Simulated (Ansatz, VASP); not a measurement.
One calculation of SrO, two programs

The input INCAR:

```
PREC = Accurate
ENCUT = 520
EDIFF = 1E-6
ISMEAR = 0
SIGMA = 0.02
LREAL = F
LASPH = T
NELM = 80
ALGO = Normal
ISIF = 2
LWAVE = F
LCHARG = F
GGA = PE
NBANDS = 15
```

Contents of KPOINTS:

```
Automatic mesh
0
Gamma
  8 8 8
```

File POSCAR:

```
SrO
1.0
    0.0000000000      2.5473399480      2.5473399480
    2.4445479480      0.1027920000      2.4445479480
    2.5473399480      2.5473399480      0.0000000000
Sr O
1 1
Direct
    0.0000000000      0.0000000000      0.0000000000
    0.5000000000      0.5000000000      0.5000000000
```

Input for Ansatz:

```yaml
crystal:
  lattice:
    - [0.0, 2.547339948, 2.547339948]
    - [2.444547948, 0.102792, 2.444547948]
    - [2.547339948, 2.547339948, 0.0]
  atoms:
    - { symbol: Sr, position: [0.0, 0.0, 0.0] }
    - { symbol: O, position: [0.5, 0.5, 0.5] }
basis:
  ecutwfc: 420
kpoints:
  mp_grid: { grid: [8, 8, 8] }
hamiltonian:
  xc: pbe
scf:
  occupations: { method: gaussian, width: 0.02 }
output:
  forces: true
  stress: true
  eigenvalues: true
```

Alike in both runs: task single point; functional PBE; k mesh 8 × 8 × 8; occupations gaussian, width 0.02 eV; no spin polarisation.

```csv
,VASP,Ansatz
version,VASP 6.6.1,Ansatz 0.2.0
potentials or method,"VASP PAW PBE potentials, release 64 (Sr_sv, O), cutoff 520 eV","scalar-relativistic, plane waves, PAW"
valence electrons in the cell,16,16
```

```csv
,VASP,Ansatz,Ansatz less VASP
gap on the k mesh at the Fermi level (eV),3.09,3.15,+0.059
least direct gap on the mesh (eV),3.15,3.19,+0.046
pressure (GPa),14.0,13.2,-0.89
"traceless stress, the component that is largest in VASP (GPa)",-1.85,-1.85,-0.005
```
